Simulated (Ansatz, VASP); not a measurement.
# LiF: VASP beside Ansatz

```
CELL_PARAMETERS angstrom
3.08101 0.00000 0.00000
-1.54051 2.66824 0.00000
0.00000 0.00000 4.78534
ATOMIC_POSITIONS crystal
Li 0.33333 0.66667 0.99257
Li 0.66667 0.33333 0.49257
F 0.33333 0.66667 0.38243
F 0.66667 0.33333 0.88243
```

Alike in both runs: task single point; functional r2SCAN; k mesh 12 × 12 × 6; no spin polarisation.

|  | VASP | Ansatz |
| --- | --- | --- |
| version | VASP 6.6.1 | Ansatz 0.2.0 |
| potentials or method | VASP PAW PBE potentials, release 64 (Li_sv, F) | plane waves, PAW |
| plane-wave cutoff (eV) | 520 | 500 |
| occupations | gaussian, width 0.01 eV | fixed |
| valence electrons in the cell | 20 | 20 |

VASP gave:

| Item | Value |
| --- | --- |
| gap on the k mesh at the Fermi level (eV) | 8.68 |

Problem. Estimate Ansatz's values.

Solution. gap on the k mesh at the Fermi level (eV): 8.58.

VASP's potentials were made for PBE, not for r2SCAN.

Noted on VASP's run: the cutoff is short for stress, so the pressure is rough.
